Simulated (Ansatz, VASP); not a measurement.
# Two plane-wave programs on BN

```xyz
2
Lattice="0.0000 1.8121 1.8121 1.8121 0.0000 1.8121 1.8121 1.8121 0.0000" Properties=species:S:1:pos:R:3 pbc="T T T"
B     0.0000    0.0000    0.0000
N     0.9060    0.9060    0.9060
```

Alike in both runs: task single point; functional LDA; k mesh 13 × 13 × 13; occupations fermi-dirac, width 0.01 eV; no spin polarisation.

```csv
,VASP,Ansatz
version,VASP 6.6.1,Ansatz 0.2.0
potentials or method,"VASP PAW LDA potentials, release 64 (B, N), cutoff 600 eV",plane-wave PAW DFT
valence electrons in the cell,8,8
```

|  | VASP | Ansatz | Ansatz less VASP |
| --- | --- | --- | --- |
| gap on the k mesh at the Fermi level (eV) | 4.41 | 4.42 | +0.011 |

Ansatz warns that its potentials were made for another functional, while VASP's fit it. LDA's correlation is that of Perdew and Zunger in VASP and of Perdew and Wang (1992) in Ansatz.
